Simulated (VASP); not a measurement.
FeO:

```
Fe O
1.0
     0.00000    2.15540    2.15540
     2.15540    0.00000    2.15540
     2.15540    2.15540    0.00000
Fe O
1 1
Direct
  0.00000 0.00000 0.00000
  0.50000 0.50000 0.50000
```

Base run:

* Program: VASP 6.6.1
* Functional: LDA
* Potentials or basis: VASP PAW LDA potentials, release 64 (Fe, O)
* Cutoff: 520 eV
* k mesh: 8 × 8 × 8
* Occupations: gaussian, width 0.05 eV
* Spin: collinear spin, ferromagnetic start
* Starting moments: [3.81, 0.25] μB
* Hubbard terms: Fe d U = 5.0 eV, J = 0.9 eV

Its results: band gap on the k mesh zero (filled and empty bands overlap); pressure -15.7 GPa; net moment 4.00 μB per cell.

Question: The run is repeated on the same cell with these changes: spin from collinear spin, ferromagnetic start to collinear spin, zero start; moments at the start from [3.81, 0.25] to [0.0, 0.0]. What comes out?

Answer: Band gap on the k mesh 1.74 eV, indirect (least direct gap 2.18 eV); pressure -34.9 GPa; net moment 0.00 μB per cell.

Caveats: a cell with one magnetic atom can't hold antiferromagnetic order, which such compounds often take (some runs).

A k mesh can miss the band edges.
